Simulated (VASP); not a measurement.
Here is a VASP 6.6.1 calculation.

Contents of INCAR:

```
SYSTEM = C
  ALGO = Normal
  EDIFF = 1E-6
  ENCUT = 520
  GGA = CA
  ISIF = 2
  ISMEAR = 0
  LASPH = .TRUE.
  LCHARG = .FALSE.
  LREAL = .FALSE.
  LWAVE = .FALSE.
  NBANDS = 26
  NELM = 60
  PREC = Accurate
  SIGMA = 0.05
```

KPOINTS

```
k-points
0
G
  6 6 10
  0 0 0
```

POSCAR

```
C
1.0
    1.7877818477     -4.3337146136      0.0000000000
    1.7877818477      4.3337146136      0.0000000000
    0.0000000000      0.0000000000      2.4856616114
C
8
Direct
    0.6482879639      0.9815881366      0.0000000000
    0.3517120361      0.0184118634      0.0000000000
    0.0184118634      0.3517120361      0.0000000000
    0.9815881366      0.6482879639      0.0000000000
    0.4045540954      0.2260768148      0.5000000000
    0.5954459046      0.7739231852      0.5000000000
    0.7739231852      0.5954459046      0.5000000000
    0.2260768148      0.4045540954      0.5000000000
```

Potentials or basis: VASP PAW LDA potentials, release 64 (C).

The run is started by

```console
$ cat potpaw_LDA.64/C/POTCAR > POTCAR
$ mpirun -np 1 vasp_std > vasp.out
```

Problem. What does it give for the largest force?

Solution. 5.998 eV/Å.

Problem. Predict the band gap on the k mesh.

Solution. 1.17 eV, indirect (least direct gap 2.29 eV).

Forces in eV/Å, atoms in the order of the input:
```
C   -3.995  0.511  0.000
C    3.995 -0.511  0.000
C    3.995  0.511  0.000
C   -3.995 -0.511  0.000
C   -5.975  0.530  0.000
C    5.975 -0.530  0.000
C    5.975  0.530  0.000
C   -5.975 -0.530  0.000
```

Caveat: the cell differs from its parent crystal (strain -0.1500 x Voigt [1, 0, 0, 0, 0, 0]); forces of over 1 eV/Å act on the atoms, so gaps and moduli don't describe the material at rest. A k mesh can miss the band edges.
